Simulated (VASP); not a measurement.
# GaN (Pmc2_1) in VASP: notebook, part 2 of 2

VASP 6.6.1. Earlier steps stand in the parts before.

## 4. Single point, PBE (atoms displaced along a vibrational mode)

File INCAR:

```
PREC     = Accurate       # precision mode
ENCUT    = 520            # plane-wave cutoff, eV
EDIFF    = 1E-6           # SCF threshold, eV
ISMEAR   = 0              # smearing method
SIGMA    = 0.05           # smearing width, eV
LREAL    = False          # projectors in reciprocal space
LASPH    = True           # aspherical terms in the spheres
NELM     = 100            # most SCF steps
ALGO     = Normal         # electronic algorithm
ISIF     = 2              # what is computed and relaxed
LWAVE    = False          # write WAVECAR
LCHARG   = False          # write CHGCAR
GGA      = PE             # functional
NBANDS   = 46             # bands
```

File KPOINTS:

```
Automatic mesh
0
Gamma
  8 6 6
```

File POSCAR:

```
GaN
1.0
   -3.2185392732      0.0000000000      0.0000000000
    0.0000000000      0.0000000000     -5.2433778863
    0.0000000001     -5.5746735474      0.0000000000
Ga N
4 4
Direct
    0.5000000000      0.0044806898      0.1773873165
    0.0000000000     -0.0042558807      0.6559471267
    0.0000000000      0.4957441193      0.3440528733
    0.5000000000      0.5044806898      0.8226126835
    0.5000000000      0.6259789040      0.1684823627
    0.0000000000      0.6297704704      0.6648580047
    0.0000000000      0.1297704704      0.3351419953
    0.5000000000      0.1259789040      0.8315176373
```

Potentials or basis: VASP PAW PBE potentials, release 64 (Ga_d, N).

On the command line:

```bash
$ cat potpaw_PBE.64/Ga_d/POTCAR potpaw_PBE.64/N/POTCAR > POTCAR
$ mpirun -np 1 vasp_std > vasp.out
```

OUTCAR:

```text
PREC = Accurate
   ENCUT = 520
   EDIFF = 1E-6
   ISMEAR = 0
   LREAL = False
   LASPH = True
   NELM = 100
   ISIF = 2
   GGA = PE

 ion  position               nearest neighbor table
   1  0.500  0.004  0.177-   7 1.95   7 1.95   5 1.99   8 2.03
   2  0.000  0.996  0.656-   6 1.92   7 1.92   8 2.00   8 2.00
   3  0.000  0.496  0.344-   7 1.92   6 1.92   5 2.00   5 2.00
   4  0.500  0.504  0.823-   6 1.95   6 1.95   8 1.99   5 2.03
[... 1395 lines left out ...]
  -------------------------------------------------------------------------------------
  Total       -0.0455104     -0.0074199      1.1977474      0.0000000      0.0000000      0.0000000
  in kB       -0.7750536     -0.1263630     20.3979442      0.0000000      0.0000000      0.0000000
  external PRESSURE =       6.4988425 kB  Pullay stress =       0.0000000 kB

 VOLUME and BASIS-vectors are now :
 -----------------------------------------------------------------------------
  energy-cutoff  :      520.00
  volume of cell :       94.08
      direct lattice vectors                 reciprocal lattice vectors
    -3.218539273  0.000000000  0.000000000    -0.310699953 -0.000000000  0.000000000
     0.000000000  0.000000000 -5.243377886     0.000000000  0.000000000 -0.190716752
     0.000000000 -5.574673547  0.000000000     0.000000000 -0.179382701  0.000000000

 POSITION                                       TOTAL-FORCE (eV/Angst)
 -----------------------------------------------------------------------------------
     -1.60927     -0.98888     -0.02349        -0.000000      1.303388      0.325765
      0.00000     -3.65669     -5.22106         0.000000     -1.395939     -0.816106
      0.00000     -1.91798     -2.59937        -0.000000      1.395939     -0.816106
     -1.60927     -4.58580     -2.64518         0.000000     -1.303388      0.325765
     -1.60927     -0.93923     -3.28224         0.000000     -0.039168      0.154628
      0.00000     -3.70637     -3.30212         0.000000     -0.108915      0.335713
      0.00000     -1.86831     -0.68044        -0.000000      0.108915      0.335713
     -1.60927     -4.63544     -0.66055        -0.000000      0.039168      0.154628
 -----------------------------------------------------------------------------------
    total drift:                               -0.000000      0.000005      0.000059

  FREE ENERGIE OF THE ION-ELECTRON SYSTEM (eV)
  ---------------------------------------------------
  free  energy   TOTEN  =       -48.4532317080 eV

  energy  without entropy=      -48.4532317080  energy(sigma->0) =      -48.45323171
```

OSZICAR:

```text
N       E                     dE             d eps       ncg     rms          rms(c)
DAV:   1     0.800108669164E+03    0.80011E+03   -0.32884E+04  8166   0.290E+03
DAV:   2     0.103767420745E+03   -0.69634E+03   -0.66043E+03  7592   0.714E+02
DAV:   3    -0.439993462914E+02   -0.14777E+03   -0.14339E+03  8510   0.219E+02
DAV:   4    -0.559465284612E+02   -0.11947E+02   -0.11831E+02  9350   0.640E+01
DAV:   5    -0.563272481107E+02   -0.38072E+00   -0.37997E+00  9300   0.118E+01    0.153E+01
DAV:   6    -0.481938630257E+02    0.81334E+01   -0.24671E+01 13666   0.549E+01    0.418E+00
DAV:   7    -0.484947152582E+02   -0.30085E+00   -0.40161E+00  8188   0.113E+01    0.381E+00
DAV:   8    -0.484638658362E+02    0.30849E-01   -0.27867E-01 11150   0.699E+00    0.103E+00
DAV:   9    -0.484528914093E+02    0.10974E-01   -0.84167E-02 10828   0.419E+00    0.529E-01
DAV:  10    -0.484529406796E+02   -0.49270E-04   -0.12024E-02  9468   0.114E+00    0.320E-01
DAV:  11    -0.484531679136E+02   -0.22723E-03   -0.16183E-03 10072   0.898E-01    0.808E-02
DAV:  12    -0.484532105688E+02   -0.42655E-04   -0.93508E-04 10282   0.591E-01    0.639E-02
DAV:  13    -0.484532316739E+02   -0.21105E-04   -0.37799E-04  9872   0.160E-01    0.403E-02
DAV:  14    -0.484532337746E+02   -0.21007E-05   -0.24673E-05 13490   0.883E-02    0.178E-02
DAV:  15    -0.484532309691E+02    0.28055E-05   -0.18624E-05 11222   0.583E-02    0.586E-03
DAV:  16    -0.484532317080E+02   -0.73888E-06   -0.96610E-06  8384   0.354E-02
   1 F= -.48453232E+02 E0= -.48453232E+02  d E =-.498941E-17
```

stdout:

```text
POSCAR found type information on POSCAR GaN
 POSCAR found :  2 types and       8 ions
 scaLAPACK will be used
 LDA part: xc-table for (Slater+PW92), standard interpolation
 POSCAR, INCAR and KPOINTS ok, starting setup
 FFT: planning ... GRIDC
 FFT: planning ... GRID_SOFT
 FFT: planning ... GRID
 WAVECAR not read
 entering main loop
```

It took 2.4 min on 1 thread of Intel Xeon 6975P-C (Granite Rapids), shared host; peak memory 0.36 GiB.

Results:

```
Free energy            : -48.4532 eV
Pressure               : 0.6 GPa
Largest force          : 1.617 eV/Å
Band gap on the k mesh : 1.61 eV
```

Forces on the atoms (eV/Å):
```
Ga   0.000  1.303  0.326
Ga   0.000 -1.396 -0.816
Ga   0.000  1.396 -0.816
Ga   0.000 -1.303  0.326
N    0.000 -0.039  0.155
N    0.000 -0.109  0.336
N    0.000  0.109  0.336
N    0.000  0.039  0.155
```

Stress tensor (GPa, compression positive):
```
-0.08  0.00  0.00
 0.00 -0.01  0.00
 0.00  0.00  2.04
```

Caveat: the cell differs from its parent crystal (atoms displaced along a vibrational mode); forces of over 1 eV/Å act on the atoms, so gaps and moduli don't describe the material at rest.

## 5. Summary

```tsv
cell	gap on the mesh (eV)	pressure (GPa)	largest force (eV/Å)
as given, atomic positions A	1.57	1.0	2.00
as given, atomic positions B	1.51	1.3	2.37
as given, atomic positions C	1.61	0.6	1.62
```

Alike in all rows: task single point; level PBE; potentials or basis VASP PAW PBE potentials, release 64 (Ga_d, N); no spin polarisation; k mesh 8 × 6 × 6; cutoff (eV) 520; smearing gaussian 0.05 eV.

Caveats: forces of over 1 eV/Å act on the atoms, so gaps and moduli don't describe the material at rest.

Total energies depend on the potentials used, so only differences within one code and one set of settings carry meaning.
